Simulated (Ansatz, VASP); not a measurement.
## CdS in VASP and in Ansatz

```xyz
4
Lattice="4.1646 0.0000 0.0000 -2.0823 3.6067 0.0000 0.0000 0.0000 6.7660" Properties=species:S:1:pos:R:3 pbc="T T T"
Cd    0.0000    2.4044   -0.0065
Cd    2.0823    1.2022    3.3765
S     0.0000    2.4044    2.5438
S     2.0823    1.2022    5.9268
```

Alike in both runs: task single point; functional r2SCAN; k mesh 12 × 12 × 4; no spin polarisation.

|  | VASP | Ansatz |
| --- | --- | --- |
| version | VASP 6.6.1 | Ansatz 0.2.0 |
| potentials or method | VASP PAW PBE potentials, release 64 (Cd, S) | plane waves, PAW |
| plane-wave cutoff (eV) | 520 | 500 |
| occupations | gaussian, width 0.01 eV | fixed |
| valence electrons in the cell | 36 | 52 |

Ansatz gave:

* gap on the k mesh at the Fermi level (eV): 1.63
* pressure (GPa): 0.0

Q: Estimate VASP's values.

A: gap on the k mesh at the Fermi level (eV): 1.63; pressure (GPa): 0.3.

VASP's potentials were made for PBE, not for r2SCAN. VASP's potentials hold 36 valence electrons a cell and Ansatz's 52, so a difference there can come from the potentials and not from the codes.
